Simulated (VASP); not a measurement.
# CoSi2 (Fm-3m) in VASP: a series of runs

Aim: see how the results for CoSi2 move with the level of theory and the settings. Levels: LDA+U, PBE+U. Tasks: single point.

Program: VASP 6.6.1. These are calculated values, not measurements. Logs are shortened: lines on timing, memory, paths and dates and some standing lists are left out, and cuts for length are marked.

## 1. The cell of the first run

Symmetry: Fm-3m, No. 225, cubic system. Conventional cell: a = 5.365 Å, b = 5.365 Å, c = 5.365 Å, α = 90.00°, β = 90.00°, γ = 90.00°. Within 3.1 Å of Co (site symmetry m-3m) lie 8 Si at 2.32 Å. Si (site symmetry -43m) has 4 Co at 2.32 Å and 6 Si at 2.68 Å within 3.1 Å.

## 2. Single point, LDA+U

INCAR

```
SYSTEM = CoSi2
  ALGO = Normal
  EDIFF = 1E-6
  ENCUT = 690
  GGA_COMPAT = .FALSE.
  ISIF = 2
  ISMEAR = -1
  LASPH = .TRUE.
  LCHARG = .FALSE.
  LDAU = .TRUE.
  LDAUJ = 0 0
  LDAUL = 2 -1
  LDAUPRINT = 1
  LDAUTYPE = 2
  LDAUU = 3.7 0
  LMAXMIX = 4
  LREAL = .FALSE.
  LWAVE = .FALSE.
  NBANDS = 20
  NELM = 200
  PREC = Accurate
  SIGMA = 0.025851999786435532
```

KPOINTS

```
k-points
0
G
  2 2 2
  0 0 0
```

POSCAR

```
CoSi2
1.0
    0.0000000000      2.6825000000      2.6825000000
    2.6825000000      0.0000000000      2.6825000000
    2.6825000000      2.6825000000      0.0000000000
Co Si
1 2
Direct
    0.0000000000      0.0000000000      0.0000000000
    0.2500000000      0.2500000000      0.2500000000
    0.7500000000      0.7500000000      0.7500000000
```

Potentials or basis: VASP PAW LDA potentials, release 64 (Co_sv, Si).

Command:

```console
$ cat potpaw_LDA.64/Co_sv/POTCAR potpaw_LDA.64/Si/POTCAR > POTCAR
$ mpirun -np 1 vasp_std > vasp.out
```

OUTCAR:

```text
SYSTEM = CoSi2
   EDIFF = 1E-6
   ENCUT = 690
   ISIF = 2
   ISMEAR = -1
   LASPH = .TRUE.
   LREAL = .FALSE.
   NELM = 200
   PREC = Accurate

 ion  position               nearest neighbor table
   1  0.000  0.000  0.000-   3 2.32   3 2.32   3 2.32   2 2.32   3 2.32   2 2.32   2 2.32   2 2.32

   2  0.250  0.250  0.250-   1 2.32   1 2.32   1 2.32   1 2.32   3 2.68   3 2.68   3 2.68   3 2.68
                             3 2.68   3 2.68
   3  0.750  0.750  0.750-   1 2.32   1 2.32   1 2.32   1 2.32   2 2.68   2 2.68   2 2.68   2 2.68
                             2 2.68   2 2.68

  LATTYP: Found a face centered cubic cell.
 ALAT       =     5.3650000000

  Lattice vectors:

 A1 = (   0.0000000000,   2.6825000000,   2.6825000000)
 A2 = (   2.6825000000,   0.0000000000,   2.6825000000)
 A3 = (   2.6825000000,   2.6825000000,   0.0000000000)

Analysis of symmetry for initial positions (statically):
=====================================================================
 Subroutine PRICEL returns:
 Original cell was already a primitive cell.

 Routine SETGRP: Setting up the symmetry group for a
 face centered cubic supercell.

 Subroutine GETGRP returns: Found 48 space group operations
 (whereof 48 operations were pure point group operations)
 out of a pool of 48 trial point group operations.

The static configuration has the point symmetry O_h .

Analysis of symmetry for dynamics (positions and initial velocities):
=====================================================================
 Subroutine PRICEL returns:
 Original cell was already a primitive cell.

 Routine SETGRP: Setting up the symmetry group for a
 face centered cubic supercell.

 Subroutine GETGRP returns: Found 48 space group operations
 (whereof 48 operations were pure point group operations)
 out of a pool of 48 trial point group operations.

The dynamic configuration has the point symmetry O_h .

 Subroutine INISYM returns: Found 48 space group operations
 (whereof 48 operations are pure point group operations),
 and found     1 'primitive' translations

----------------------------------------------------------------------------------------

                                     Primitive cell

  volume of cell :      38.6055

  direct lattice vectors                    reciprocal lattice vectors
     0.000000000  2.682500000  2.682500000    -0.186393290  0.186393290  0.186393290
     2.682500000  0.000000000  2.682500000     0.186393290 -0.186393290  0.186393290
     2.682500000  2.682500000  0.000000000     0.186393290  0.186393290 -0.186393290

  length of vectors
     3.793627881  3.793627881  3.793627881     0.322842648  0.322842648  0.322842648

  position of ions in fractional coordinates (direct lattice)
     0.000000000  0.000000000  0.000000000
     0.250000000  0.250000000  0.250000000
     0.750000000  0.750000000  0.750000000

  ion indices of the primitive-cell ions
   primitive index   ion index
                 1           1
                 2           2
                 3           3

----------------------------------------------------------------------------------------

 KPOINTS: k-points

Automatic generation of k-mesh.
 Grid dimensions read from file:
 generate k-points for:    2    2    2

 Generating k-lattice:

  Cartesian coordinates                     Fractional coordinates (reciprocal lattice)
    -0.093196645  0.093196645  0.093196645     0.500000000  0.000000000  0.000000000
     0.093196645 -0.093196645  0.093196645     0.000000000  0.500000000  0.000000000
     0.093196645  0.093196645 -0.093196645     0.000000000  0.000000000  0.500000000

  Length of vectors
     0.161421324  0.161421324  0.161421324

  Shift w.r.t. Gamma in fractional coordinates (k-lattice)
     0.000000000  0.000000000  0.000000000

 Subroutine IBZKPT returns following result:
 ===========================================

 Found      3 irreducible k-points:

 Following reciprocal coordinates:
            Coordinates               Weight
  0.000000  0.000000  0.000000      1.000000
  0.500000  0.000000  0.000000      4.000000
  0.500000  0.500000  0.000000      3.000000
   k-points           NKPTS =      3   k-points in BZ     NKDIM =      3   number of bands    NBANDS=     20
   number of dos      NEDOS =    301   number of ions     NIONS =      3
   total plane-waves  NPLWV =  46656
   dimension x,y,z NGX =    36 NGY =   36 NGZ =   36
   dimension x,y,z NGXF=    72 NGYF=   72 NGZF=   72
   ions per type =               1   2
   NGX,Y,Z   is equivalent  to a cutoff of  15.78, 15.78, 15.78 a.u.
   NGXF,Y,Z  is equivalent  to a cutoff of  31.55, 31.55, 31.55 a.u.
 SYSTEM =  CoSi2
   PREC   = accura    normal or accurate (medium, high low for compatibility)
   ISTART =      0    job   : 0-new  1-cont  2-samecut
   ICHARG =      2    charge: 1-file 2-atom 10-const
   ISPIN  =      1    spin polarized calculation?
   LNONCOLLINEAR =      F non collinear calculations
   LSORBIT =      F    spin-orbit coupling
   LASPH  =      T    aspherical Exc in radial PAW
   ENCUT  =  690.0 eV  50.71 Ry    7.12 a.u.   8.13  8.13  8.13*2*pi/ulx,y,z
   NELM   =    200;   NELMIN=  2; NELMDL= -5     # of ELM steps
   EDIFF  = 0.1E-05   stopping-criterion for ELM
   LREAL  =      F    real-space projection
   EDIFFG = 0.1E-04   stopping-criterion for IOM
   NSW    =      0    number of steps for IOM
   IBRION =     -1    ionic relax: 0-MD 1-quasi-New 2-CG
   NFREE  =      0    steps in history (QN), initial steepest desc. (CG)
   ISIF   =      2    stress and relaxation
   ISYM   =      2    0-nonsym 1-usesym 2-fastsym
   POTIM  = 0.5000    time-step for ionic-motion
   TEBEG  =    0.0;   TEEND  =   0.0 temperature during run
   PSTRESS=    0.0 pullay stress
   NELECT =      25.0000    total number of electrons
   NUPDOWN=      -1.0000    fix difference up-down
   EMIN   =  10.00;   EMAX   =-10.00  energy-range for DOS
   EFERMI =   0.00;   METHOD = LEGACY
   ISMEAR =    -1;   SIGMA  =   0.03  broadening in eV -4-tet -1-fermi 0-gaus
   EFERMI_NEDOS =   21; number of points for ismear=-14 and -15
   IALGO  =     38    algorithm
   IMIX   =      4    mixing-type and parameters
     AMIX     =   0.40;   BMIX     =  1.00
     AMIX_MAG =   1.60;   BMIX_MAG =  1.00
  volume/ion in A,a.u.               =      12.87        86.84
  Fermi-wavevector in a.u.,A,eV,Ry     =   1.416354  2.676521 27.294080  2.006058
  Thomas-Fermi vector in A             =   2.537697
   LORBIT       =      0    0 simple, 1 ext, 2 COOP (PROOUT), +10 PAW based schemes
 LDA+U is selected, type is set to LDAUTYPE =  2
   angular momentum for each species LDAUL =     2   -1
   U (eV)           for each species LDAUU =   3.7  0.0
   J (eV)           for each species LDAUJ =   0.0  0.0
   GGA     = CA    functional components
   LHFCALC =     F    Hartree Fock is set to
   AEXX    =    0.0000 exact exchange contribution
   IVDW    =     0    specifies the selected vdW correction
   LEPSILON=     F    determine dielectric tensor
   LRPA    =     F    only Hartree local field effects (RPA)
 non-spin polarized calculation
  energy-cutoff  :      690.00
  volume of cell :       38.61
 maximum number of plane-waves:      1639
 NGX is ok and might be reduce to    36
   NGX = 17   NGY = 17   NGZ = 17

atom =   1  type =  1  l = 2

 onsite density matrix

spin component  1

  0.6499  0.0000 -0.0000  0.0000 -0.0000
  0.0000  0.6499  0.0000  0.0000  0.0000
 -0.0000  0.0000  0.7673 -0.0000  0.0000
  0.0000  0.0000 -0.0000  0.6499  0.0000
 -0.0000  0.0000  0.0000  0.0000  0.7673

spin component  2

  0.6499  0.0000 -0.0000  0.0000 -0.0000
  0.0000  0.6499  0.0000  0.0000  0.0000
 -0.0000  0.0000  0.7673 -0.0000  0.0000
  0.0000  0.0000 -0.0000  0.6499  0.0000
 -0.0000  0.0000  0.0000  0.0000  0.7673

 occupancies and eigenvectors

  o =  0.6499  v =  1.0000  0.0000  0.0000  0.0000  0.0000  0.0000  0.0000  0.0000  0.0000  0.0000      0.0000  0.0000  0.0000  0.0000  0.0000  0.0000  0.0000  0.0000  0.0000  0.0000
  o =  0.6499  v =  0.0000 -0.9963  0.0000  0.0862 -0.0000  0.0000  0.0000  0.0000  0.0000  0.0000      0.0000  0.0000  0.0000  0.0000  0.0000  0.0000  0.0000  0.0000  0.0000  0.0000
  o =  0.6499  v =  0.0000  0.0000  0.0000  0.0000  0.0000  1.0000  0.0000  0.0000  0.0000  0.0000      0.0000  0.0000  0.0000  0.0000  0.0000  0.0000  0.0000  0.0000  0.0000  0.0000
  o =  0.6499  v =  0.0000  0.0000  0.0000  0.0000  0.0000  0.0000 -0.9963  0.0000  0.0862 -0.0000      0.0000  0.0000  0.0000  0.0000  0.0000  0.0000  0.0000  0.0000  0.0000  0.0000
  o =  0.6499  v =  0.0000  0.0862 -0.0000  0.9963  0.0000  0.0000  0.0000  0.0000  0.0000  0.0000      0.0000  0.0000  0.0000  0.0000  0.0000  0.0000  0.0000  0.0000  0.0000  0.0000
  o =  0.6499  v =  0.0000  0.0000  0.0000  0.0000  0.0000  0.0000  0.0862 -0.0000  0.9963  0.0000      0.0000  0.0000  0.0000  0.0000  0.0000  0.0000  0.0000  0.0000  0.0000  0.0000
  o =  0.7673  v =  0.0000  0.0000  0.0000  0.0000  0.0000  0.0000  0.0000  0.9995  0.0000 -0.0312      0.0000  0.0000  0.0000  0.0000  0.0000  0.0000  0.0000  0.0000  0.0000  0.0000
  o =  0.7673  v =  0.0000  0.0000  0.9995  0.0000 -0.0312  0.0000  0.0000  0.0000  0.0000  0.0000      0.0000  0.0000  0.0000  0.0000  0.0000  0.0000  0.0000  0.0000  0.0000  0.0000
  o =  0.7673  v =  0.0000  0.0000  0.0312 -0.0000  0.9995  0.0000  0.0000  0.0000  0.0000  0.0000      0.0000  0.0000  0.0000  0.0000  0.0000  0.0000  0.0000  0.0000  0.0000  0.0000
  o =  0.7673  v =  0.0000  0.0000  0.0000  0.0000  0.0000  0.0000  0.0000  0.0312 -0.0000  0.9995      0.0000  0.0000  0.0000  0.0000  0.0000  0.0000  0.0000  0.0000  0.0000  0.0000

 number of electron      24.9999985 magnetization

 Free energy of the ion-electron system (eV)
  ---------------------------------------------------
  ext. energy  EPLUGINS =         0.00000000
  ---------------------------------------------------
  free energy    TOTEN  =       -17.34549455 eV

  energy without entropy =      -17.32601402  energy(sigma->0) =      -17.33575428

 E-fermi :  10.0122     XC(G=0): -12.0230

 val. band max:        9.9618680643   @ k =   0.5000   0.0000   0.0000
 cond. band min:      11.0203026357   @ k =   0.0000   0.0000   0.0000
 fundamental gap:      1.0584345714
 Fermi energy:        10.0121737267

 k-point     1 :       0.0000    0.0000    0.0000
  band No.  band energies     occupation
      1     -83.2656      2.00000
      2     -47.1465      2.00000
      3     -47.1465      2.00000
      4     -47.1465      2.00000
      5      -2.6416      2.00000
      6       6.0919      2.00000
[... 12 lines left out ...]
     19      15.9717      0.00000
     20      15.9717      0.00000

 k-point     2 :       0.5000    0.0000    0.0000
  band No.  band energies     occupation
      1     -83.2655      2.00000
      2     -47.1489      2.00000
      3     -47.1466      2.00000
      4     -47.1466      2.00000
      5       0.6398      2.00000
      6       1.1987      2.00000
[... 12 lines left out ...]
     19      20.7248      0.00000
     20      21.3164      0.00000

 k-point     3 :       0.5000    0.5000    0.0000
  band No.  band energies     occupation
      1     -83.2655      2.00000
      2     -47.1490      2.00000
      3     -47.1474      2.00000
      4     -47.1474      2.00000
      5       1.4031      2.00000
      6       3.1986      2.00000
[... 12 lines left out ...]
     19      21.0832      0.00000
     20      22.5668      0.00000

------------------------ aborting loop because EDIFF is reached ----------------------------------------

  FORCE on cell =-STRESS in cart. coord.  units (eV):
  Direction    XX          YY          ZZ          XY          YZ          ZX
  --------------------------------------------------------------------------------------
  -------------------------------------------------------------------------------------
  Total       -3.3239341     -3.3239341     -3.3239341     -0.0000000     -0.0000000     -0.0000000
  in kB     -137.9474895   -137.9474895   -137.9474895     -0.0000000     -0.0000000     -0.0000000
  external PRESSURE =    -137.9474895 kB  Pullay stress =       0.0000000 kB

 VOLUME and BASIS-vectors are now :
 -----------------------------------------------------------------------------
  energy-cutoff  :      690.00
  volume of cell :       38.61
      direct lattice vectors                 reciprocal lattice vectors
     0.000000000  2.682500000  2.682500000    -0.186393290  0.186393290  0.186393290
     2.682500000  0.000000000  2.682500000     0.186393290 -0.186393290  0.186393290
     2.682500000  2.682500000  0.000000000     0.186393290  0.186393290 -0.186393290

 POSITION                                       TOTAL-FORCE (eV/Angst)
 -----------------------------------------------------------------------------------
      0.00000      0.00000      0.00000         0.000000      0.000000      0.000000
      1.34125      1.34125      1.34125        -0.000000     -0.000000     -0.000000
      4.02375      4.02375      4.02375         0.000000      0.000000      0.000000
 -----------------------------------------------------------------------------------
    total drift:                               -0.000000      0.000000      0.000000

  FREE ENERGIE OF THE ION-ELECTRON SYSTEM (eV)
  ---------------------------------------------------
  free  energy   TOTEN  =       -17.3454945453 eV

  energy  without entropy=      -17.3260140211  energy(sigma->0) =      -17.33575428
```

Run time: 7.4 s. Hardware: 1 thread of AMD EPYC 7R13 (Zen 3), shared host; peak memory 0.14 GiB.

Results:

| Quantity | Value |
| --- | --- |
| Free energy | -17.3455 eV |
| Pressure | -13.8 GPa |
| Band gap on the k mesh | zero (an odd number of electrons rules out a gap without spin polarisation) |

Eigenvalues of the final occupation matrices:
```csv
site,spin,trace,eigenvalues
site 1 d,1,3.48,0.65 0.65 0.65 0.77 0.77
site 1 d,2,3.48,0.65 0.65 0.65 0.77 0.77
```

Caveat: the k points lie up to 1.01 Å⁻¹ apart, too coarse for converged energies and pressures of a metal; the run has no spin polarisation, though such a crystal can be magnetic; U without spin polarisation on a metal has little footing; the U is typed as a test and isn't derived for this compound. Spin polarisation is off, so any magnetic state and its effect on volume and gap are missing.

## 3. Single point, PBE+U

INCAR

```
SYSTEM = CoSi2
ALGO = Normal
EDIFF = 1E-6
ENCUT = 690
GGA = PE
GGA_COMPAT = .False.
ISIF = 2
ISMEAR = 1
LASPH = .True.
LCHARG = .False.
LDAU = .True.
LDAUJ = 0 0
LDAUL = 2 -1
LDAUPRINT = 1
LDAUTYPE = 2
LDAUU = 6.4 0
LMAXMIX = 4
LREAL = .False.
LWAVE = .False.
NBANDS = 20
NELM = 200
PREC = Accurate
SIGMA = 0.29
```

KPOINTS

```
k-points
0
Gamma
  6 6 6
  0 0 0
```

POSCAR is that of step 2.

Potentials or basis: VASP PAW PBE potentials, release 64 (Co_sv, Si).

Command:

```console
$ cat potpaw_PBE.64/Co_sv/POTCAR potpaw_PBE.64/Si/POTCAR > POTCAR
$ mpirun -np 1 vasp_std > vasp.out
```

Run time: 35 s. Hardware: 1 thread of AMD EPYC 7R13 (Zen 3), shared host; peak memory 0.17 GiB.

Results (log left out):

* Free energy: -12.7484 eV
* Pressure: -2.4 GPa
* Band gap on the k mesh: zero (an odd number of electrons rules out a gap without spin polarisation)

Levels at points of the mesh, in eV from the Fermi level:
```csv
k point,band 11,band 12,band 13,band 14,band 15,band 16
"(0.00, 0.00, 0.00)",0.73,3.47,3.47,3.47,3.62,3.62
"(0.50, 0.00, 0.00)",-2.02,-0.37,-0.37,2.69,3.29,3.29
"(0.50, 0.50, 0.00)",-2.05,-1.89,-1.89,1.64,2.75,8.58
```

Eigenvalues of the final occupation matrices:
| site | spin | trace | eigenvalues |
| --- | --- | --- | --- |
| site 1 d | 1 | 3.55 | 0.65 0.65 0.65 0.79 0.79 |
| site 1 d | 2 | 3.55 | 0.65 0.65 0.65 0.79 0.79 |

Caveat: so wide a smearing shifts energies and pressures; the run has no spin polarisation, though such a crystal can be magnetic; U without spin polarisation on a metal has little footing; the U is typed as a test and isn't derived for this compound. Spin polarisation is off, so any magnetic state and its effect on volume and gap are missing.

The gap in the log of VASP goes by the Fermi energy; the results here count the filled bands.